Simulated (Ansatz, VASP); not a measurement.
# Os2N in VASP and in Ansatz

```
CELL_PARAMETERS angstrom
4.37182 0.00000 0.00000
0.00000 4.37182 0.00000
0.00000 0.00000 4.37182
ATOMIC_POSITIONS crystal
Os 0.25000 0.25000 0.25000
Os 0.25000 0.75000 0.75000
Os 0.75000 0.75000 0.25000
Os 0.75000 0.25000 0.75000
N 0.00000 0.00000 0.00000
N 0.50000 0.50000 0.50000
```

Alike in both runs: functional PBE; k mesh 4 × 4 × 4; occupations gaussian, width 0.1 eV; no spin polarisation.

Ansatz relaxed the structure, and its values are those at the end. VASP's run is a single point on that final structure, the one shown.

|  | VASP | Ansatz |
| --- | --- | --- |
| version | VASP 6.6.1 | Ansatz 0.2.0 |
| potentials or method | VASP PAW PBE potentials, release 64 (Os, N), cutoff 520 eV | scalar-relativistic, plane waves, PAW |
| valence electrons in the cell | 42 | 74 |

|  | VASP | Ansatz | Ansatz less VASP |
| --- | --- | --- | --- |
| gap on the k mesh at the Fermi level (eV) | none | none | - |
| pressure (GPa) | 2.8 | 0.3 | -2.54 |

A gap of «none» marks a metal or a gap that the smearing closes. VASP's potentials hold 42 valence electrons a cell and Ansatz's 74, so a difference there can come from the potentials and not from the codes.

Neither program's run includes spin-orbit coupling.
